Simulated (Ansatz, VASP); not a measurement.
# O in VASP and in Ansatz

```
O
1.0
     0.00000    2.10755    3.34485
     1.47835    0.00000    3.34485
     1.47835    2.10755    0.00000
O
2
Direct
  0.08710 0.08710 0.91290
  0.91290 0.91290 0.08710
```

Alike in both runs: task relaxation of cell and atoms; functional PBE; dispersion D3(BJ); k mesh 8 × 8 × 8; occupations gaussian, width 0.1 eV; no spin polarisation.

|  | VASP | Ansatz |
| --- | --- | --- |
| version | VASP 6.6.1 | Ansatz 0.2.0 |
| potentials or method | VASP PAW PBE potentials, release 64 (O), cutoff 600 eV | scalar-relativistic, plane waves, PAW |
| valence electrons in the cell | 12 | 12 |

|  | VASP | Ansatz | Ansatz less VASP |
| --- | --- | --- | --- |
| gap on the k mesh at the Fermi level, each at its own relaxed structure (eV) | none | none | - |
| relaxed volume (Å³/atom) | 11.40 | 11.61 | +0.215 |
| relaxed cell length with the largest relative difference (Å) | 4.293 | 4.352 | +0.0590 |

A gap of «none» marks a metal or a gap that the smearing closes.

Noted on VASP's run: the standard files for N, O and F lose accuracy on very short bonds; spin is off for a triplet molecule.
